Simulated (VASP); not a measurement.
# Ba2Be (Fm-3m) in VASP: a series of runs

The runs below take Ba2Be through single point, with PBE.

All numbers are computed with VASP 6.6.1; they aren't measurements. Logs are shortened: lines on timing, memory, paths and dates and some standing lists are left out, and cuts for length are marked.

### 1 The cell of the first run

The structure is cubic, space group Fm-3m (No. 225). Conventional cell: a = 7.197 Å, b = 7.197 Å, c = 7.197 Å, α = 90.00°, β = 90.00°, γ = 90.00°. Ba (site symmetry -43m) has 4 Be at 3.12 Å and 6 Ba at 3.60 Å within 4.1 Å. Within 4.1 Å of Be (site symmetry m-3m) lie 8 Ba at 3.12 Å.

The cell was generated, and may not be a known phase.

### 2 Single point, PBE

INCAR reads:

```
ALGO = Fast ; EDIFF = 1E-6
ENCUT = 520 ; GGA = PE
ISIF = 2 ; ISMEAR = 0
LASPH = True ; LCHARG = False
LREAL = False ; LWAVE = False
NBANDS = 18 ; NELM = 100
PREC = Accurate ; SIGMA = 0.1
```

KPOINTS reads:

```
k-points
0
Gamma
  4 4 4
```

POSCAR reads:

```
Ba2Be
1.0
    0.0000000000      3.5986948000      3.5986948000
    3.5986948000      0.0000000000      3.5986948000
    3.5986948000      3.5986948000      0.0000000000
Ba Be
2 1
Direct
    0.2500000000      0.2500000000      0.2500000000
    0.7500000000      0.7500000000      0.7500000000
    0.5000000000      0.5000000000      0.5000000000
```

Potentials or basis: VASP PAW PBE potentials, release 64 (Ba_sv, Be).

Run with:

```sh
cat potpaw_PBE.64/Ba_sv/POTCAR potpaw_PBE.64/Be/POTCAR > POTCAR
mpirun -np 1 vasp_std > vasp.out
```

OUTCAR:

```text
EDIFF = 1E-6
   ENCUT = 520
   GGA = PE
   ISIF = 2
   ISMEAR = 0
   LASPH = True
   LREAL = False
   NELM = 100
   PREC = Accurate

 ion  position               nearest neighbor table
   1  0.250  0.250  0.250-   3 3.12   3 3.12   3 3.12   3 3.12   2 3.60   2 3.60   2 3.60   2 3.60
                             2 3.60   2 3.60
   2  0.750  0.750  0.750-   3 3.12   3 3.12   3 3.12   3 3.12   1 3.60   1 3.60   1 3.60   1 3.60
                             1 3.60   1 3.60
   3  0.500  0.500  0.500-   1 3.12   1 3.12   1 3.12   2 3.12   2 3.12   2 3.12   2 3.12   1 3.12

  LATTYP: Found a face centered cubic cell.
 ALAT       =     7.1973896000

  Lattice vectors:

 A1 = (   0.0000000000,   3.5986948000,   3.5986948000)
 A2 = (   3.5986948000,   0.0000000000,   3.5986948000)
 A3 = (   3.5986948000,   3.5986948000,   0.0000000000)

Analysis of symmetry for initial positions (statically):
=====================================================================
 Subroutine PRICEL returns:
 Original cell was already a primitive cell.

 Routine SETGRP: Setting up the symmetry group for a
 face centered cubic supercell.

 Subroutine GETGRP returns: Found 48 space group operations
 (whereof 48 operations were pure point group operations)
 out of a pool of 48 trial point group operations.

The static configuration has the point symmetry O_h .

Analysis of symmetry for dynamics (positions and initial velocities):
=====================================================================
 Subroutine PRICEL returns:
 Original cell was already a primitive cell.

 Routine SETGRP: Setting up the symmetry group for a
 face centered cubic supercell.

 Subroutine GETGRP returns: Found 48 space group operations
 (whereof 48 operations were pure point group operations)
 out of a pool of 48 trial point group operations.

The dynamic configuration has the point symmetry O_h .

 Subroutine INISYM returns: Found 48 space group operations
 (whereof 48 operations are pure point group operations),
 and found     1 'primitive' translations

----------------------------------------------------------------------------------------

[... 72 lines left out ...]
   LNONCOLLINEAR =      F non collinear calculations
   LSORBIT =      F    spin-orbit coupling
   LASPH  =      T    aspherical Exc in radial PAW
   ENCUT  =  520.0 eV  38.22 Ry    6.18 a.u.   9.46  9.46  9.46*2*pi/ulx,y,z
   NELM   =    100;   NELMIN=  2; NELMDL= -5     # of ELM steps
   EDIFF  = 0.1E-05   stopping-criterion for ELM
   LREAL  =      F    real-space projection
   EDIFFG = 0.1E-04   stopping-criterion for IOM
   NSW    =      0    number of steps for IOM
   IBRION =     -1    ionic relax: 0-MD 1-quasi-New 2-CG
   NFREE  =      0    steps in history (QN), initial steepest desc. (CG)
   ISIF   =      2    stress and relaxation
   ISYM   =      2    0-nonsym 1-usesym 2-fastsym
   POTIM  = 0.5000    time-step for ionic-motion
   TEBEG  =    0.0;   TEEND  =   0.0 temperature during run
   PSTRESS=    0.0 pullay stress
   NELECT =      22.0000    total number of electrons
   NUPDOWN=      -1.0000    fix difference up-down
   EMIN   =  10.00;   EMAX   =-10.00  energy-range for DOS
   EFERMI =   0.00;   METHOD = LEGACY
   ISMEAR =     0;   SIGMA  =   0.10  broadening in eV -4-tet -1-fermi 0-gaus
   EFERMI_NEDOS =   21; number of points for ismear=-14 and -15
   IALGO  =     68    algorithm
   IMIX   =      4    mixing-type and parameters
     AMIX     =   0.40;   BMIX     =  1.00
     AMIX_MAG =   1.60;   BMIX_MAG =  1.00
  volume/ion in A,a.u.               =      31.07       209.67
  Fermi-wavevector in a.u.,A,eV,Ry     =   1.011721  1.911875 13.926639  1.023579
  Thomas-Fermi vector in A             =   2.144787
   LORBIT       =      0    0 simple, 1 ext, 2 COOP (PROOUT), +10 PAW based schemes
   GGA     = PE    functional components
   LHFCALC =     F    Hartree Fock is set to
   AEXX    =    0.0000 exact exchange contribution
   IVDW    =     0    specifies the selected vdW correction
   LEPSILON=     F    determine dielectric tensor
   LRPA    =     F    only Hartree local field effects (RPA)
 non-spin polarized calculation
 RMM-DIIS sequential band-by-band and
 Gauss-broadening in eV      SIGMA  =   0.10
  energy-cutoff  :      520.00
  volume of cell :       93.21
 maximum number of plane-waves:      2565
 NGX is ok and might be reduce to    40
   NGX = 19   NGY = 19   NGZ = 19

 number of electron      21.9999999 magnetization

 Free energy of the ion-electron system (eV)
  ---------------------------------------------------
  ext. energy  EPLUGINS =         0.00000000
  ---------------------------------------------------
  free energy    TOTEN  =        -5.59097421 eV

  energy without entropy =       -5.57589539  energy(sigma->0) =       -5.58343480

 E-fermi :   3.3615     XC(G=0):  -8.9457

 val. band max:        3.3209988285   @ k =   0.5000   0.0000   0.0000
 cond. band min:       3.4166941170   @ k =  -0.2500   0.2500   0.0000
 fundamental gap:      0.0956952886
 Fermi energy:         3.3615132878

 k-point     1 :       0.0000    0.0000    0.0000
  band No.  band energies     occupation
      1     -25.0681      2.00000
      2     -24.5669      2.00000
      3     -10.6201      2.00000
      4     -10.6201      2.00000
      5     -10.6201      2.00000
      6      -9.5756      2.00000
[... 145 lines left out ...]
      5     -10.2008      2.00000
      6     -10.2008      2.00000
[... 10 lines left out ...]
     17       6.6698      0.00000
     18       6.9570      0.00000

------------------------ aborting loop because EDIFF is reached ----------------------------------------

  FORCE on cell =-STRESS in cart. coord.  units (eV):
  Direction    XX          YY          ZZ          XY          YZ          ZX
  --------------------------------------------------------------------------------------
  -------------------------------------------------------------------------------------
  Total        4.1336665      4.1336665      4.1336665      0.0000000     -0.0000000      0.0000000
  in kB       71.0527641     71.0527641     71.0527641      0.0000000     -0.0000000      0.0000000
  external PRESSURE =      71.0527641 kB  Pullay stress =       0.0000000 kB

 VOLUME and BASIS-vectors are now :
 -----------------------------------------------------------------------------
  energy-cutoff  :      520.00
  volume of cell :       93.21
      direct lattice vectors                 reciprocal lattice vectors
     0.000000000  3.598694800  3.598694800    -0.138939262  0.138939262  0.138939262
     3.598694800  0.000000000  3.598694800     0.138939262 -0.138939262  0.138939262
     3.598694800  3.598694800  0.000000000     0.138939262  0.138939262 -0.138939262

 POSITION                                       TOTAL-FORCE (eV/Angst)
 -----------------------------------------------------------------------------------
      1.79935      1.79935      1.79935        -0.000000      0.000000     -0.000000
      5.39804      5.39804      5.39804         0.000000     -0.000000      0.000000
      3.59869      3.59869      3.59869         0.000000      0.000000     -0.000000
 -----------------------------------------------------------------------------------
    total drift:                                0.000000     -0.000000      0.000000

  FREE ENERGIE OF THE ION-ELECTRON SYSTEM (eV)
  ---------------------------------------------------
  free  energy   TOTEN  =        -5.5909742113 eV

  energy  without entropy=       -5.5758953851  energy(sigma->0) =       -5.58343480
```

Run time: 15 s. Hardware: 1 thread of Oxide Virtual Turin-like, shared host; peak memory 0.19 GiB.

What came out:

- Free energy: -5.5910 eV
- Pressure: 7.1 GPa
- Band gap on the k mesh: zero (bands 11 and 12 overlap by 2.00 eV)

Levels at points of the mesh, in eV from the Fermi level:
| k point | band 8 | band 9 | band 10 | band 11 | band 12 | band 13 | band 14 | band 15 | band 16 | band 17 |
| --- | --- | --- | --- | --- | --- | --- | --- | --- | --- | --- |
| (0.00, 0.00, 0.00) | -12.94 | -4.10 | -1.54 | -1.54 | -1.54 | -0.06 | -0.06 | 2.33 | 6.26 | 6.27 |
| (0.50, 0.00, 0.00) | -13.52 | -2.73 | -0.60 | -0.04 | -0.04 | 1.80 | 1.80 | 2.08 | 3.38 | 3.39 |
| (0.50, 0.50, 0.00) | -12.61 | -3.16 | -1.44 | 0.46 | 0.86 | 1.20 | 1.20 | 1.21 | 3.86 | 3.89 |

Caveat: the k points lie up to 0.38 Å⁻¹ apart, too coarse for converged energies and pressures of a metal; spin-orbit coupling is left out, which moves the levels of the heavy elements.

### 3 Single point, PBE

This run uses another cell than the first one, of 42.13 Å³/atom.

INCAR reads:

```
SYSTEM = Ba2Be
PREC     = Accurate       ! precision mode
ENCUT    = 520            ! plane-wave cutoff, eV
EDIFF    = 1E-6           ! SCF threshold, eV
ISMEAR   = 0              ! smearing method
SIGMA    = 0.1            ! smearing width, eV
LREAL    = .FALSE.        ! projectors in reciprocal space
LASPH    = .TRUE.         ! aspherical terms in the spheres
NELM     = 60             ! most SCF steps
ALGO     = Normal         ! electronic algorithm
ISIF     = 2              ! what is computed and relaxed
LWAVE    = .FALSE.        ! write WAVECAR
LCHARG   = .FALSE.        ! write CHGCAR
GGA      = PE             ! functional
NBANDS   = 18             ! bands
```

KPOINTS reads:

```
Automatic mesh
0
G
  10 10 10
  0 0 0
```

POSCAR reads:

```
Ba2Be
1.0
    0.0000000000      3.9831632408      3.9831632408
    3.9831632408      0.0000000000      3.9831632408
    3.9831632408      3.9831632408      0.0000000000
Ba Be
2 1
Direct
    0.2500000000      0.2500000000      0.2500000000
    0.7500000000      0.7500000000      0.7500000000
    0.5000000000      0.5000000000      0.5000000000
```

Potentials or basis: VASP PAW PBE potentials, release 64 (Ba_sv, Be).

Run with:

```sh
cat potpaw_PBE.64/Ba_sv/POTCAR potpaw_PBE.64/Be/POTCAR > POTCAR
mpirun -np 1 vasp_std > vasp.out
```

It took 67 s on 1 thread of Oxide Virtual Turin-like, shared host; peak memory 0.27 GiB.

Results (log left out):

| Quantity | Value |
| --- | --- |
| Free energy | -6.1408 eV |
| Pressure | 0.2 GPa |
| Band gap on the k mesh | zero (bands 11 and 12 overlap by 1.20 eV) |

Levels at points of the mesh, in eV from the Fermi level:
| k point | band 9 | band 10 | band 11 | band 12 | band 13 | band 14 |
| --- | --- | --- | --- | --- | --- | --- |
| (0.00, 0.00, 0.00) | -3.84 | -0.84 | -0.84 | -0.84 | 0.32 | 0.32 |
| (0.50, 0.00, 0.00) | -2.77 | -0.90 | 0.10 | 0.10 | 1.57 | 1.57 |
| (0.50, 0.50, 0.00) | -2.70 | -1.37 | 0.10 | 0.91 | 0.91 | 0.91 |

Caveat: spin-orbit coupling is left out, which moves the levels of the heavy elements.

The gap in the log of VASP goes by the Fermi energy; the results here count the filled bands.